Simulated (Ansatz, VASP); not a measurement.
Te: VASP beside Ansatz

```
CELL_PARAMETERS angstrom
4.45800 0.00000 0.00000
-2.22900 3.86074 0.00000
0.00000 0.00000 5.92500
ATOMIC_POSITIONS crystal
Te 0.72535 0.00000 0.33333
Te 0.00000 0.72535 0.66667
Te 0.27465 0.27465 0.00000
```

Alike in both runs: functional PBE; k mesh 8 × 8 × 5; occupations fermi-dirac, width 0.05 eV; no spin polarisation.

Ansatz relaxed the structure, and its values are those at the end. VASP's run is a single point on that final structure, the one shown.

```csv
,VASP,Ansatz
version,VASP 6.6.1,Ansatz 0.2.0
potentials or method,"VASP PAW PBE potentials, release 64 (Te)","plane-wave PAW, scalar-relativistic"
plane-wave cutoff (eV),520,420
valence electrons in the cell,18,48
```

|  | VASP | Ansatz | Ansatz less VASP |
| --- | --- | --- | --- |
| pressure (GPa) | 0.8 | 0.8 | 0.00 |
| rms of the force components (eV/Å) | 0.004 | 0.001 | -0.0035 |

With one functional, cell and mesh, what is left measures potentials, basis and numerics. VASP's potentials hold 18 valence electrons a cell and Ansatz's 48, so a difference there can come from the potentials and not from the codes. Ansatz's warnings: stress scf threshold loose.

Neither program's run includes spin-orbit coupling.
